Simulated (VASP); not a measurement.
W: single point with PBEsol

W:

```
W
1.0
     0.00000    2.06045    2.06045
     2.06045    0.00000    2.06045
     2.06045    2.06045    0.00000
W
1
Direct
  0.00000 0.00000 0.00000
```

This cell differs from its parent crystal: strain +0.015 along x and y, +0.015 along z.

| Quantity | Value |
| --- | --- |
| Program | VASP 6.6.1 |
| Task | single point |
| Functional | PBEsol |
| Potentials or basis | VASP PAW PBE potentials, release 64 (W_sv) |
| Cutoff | 520 eV |
| k mesh | 20 × 20 × 20 |
| Occupations | gaussian, width 0.15 eV |
| Spin | no spin polarisation |
| Dipole correction | no |
| Further INCAR settings | ALGO = Fast; EDIFF = 1e-06; NBANDS = 13 |

The pressure is -22.3 GPa and the band gap on the k mesh is zero (bands 7 and 8 overlap by 3.23 eV).

Levels at points of the mesh, in eV from the Fermi level:
```csv
k point,band 4,band 5,band 6,band 7,band 8,band 9,band 10,band 11
"(0.00, 0.00, 0.00)",-37.46,-8.67,-0.49,-0.49,-0.49,2.35,2.35,12.74
"(0.50, 0.00, 0.00)",-37.59,-5.27,-0.69,-0.69,0.49,4.61,4.61,9.35
"(0.50, 0.50, 0.00)",-37.80,-5.07,-4.13,2.74,4.56,5.28,5.28,11.21
```

Run time: 72 s on 1 thread of Intel Xeon 8259CL (shared host), peak memory 0.18 GiB.

Caveat: the cell differs from its parent crystal (strain +0.015 along x and y, +0.015 along z); the cell stands under tension; the PAW data sets were made with another functional, which shifts forces and pressure a little; spin-orbit coupling is left out, which moves the levels of the heavy elements.
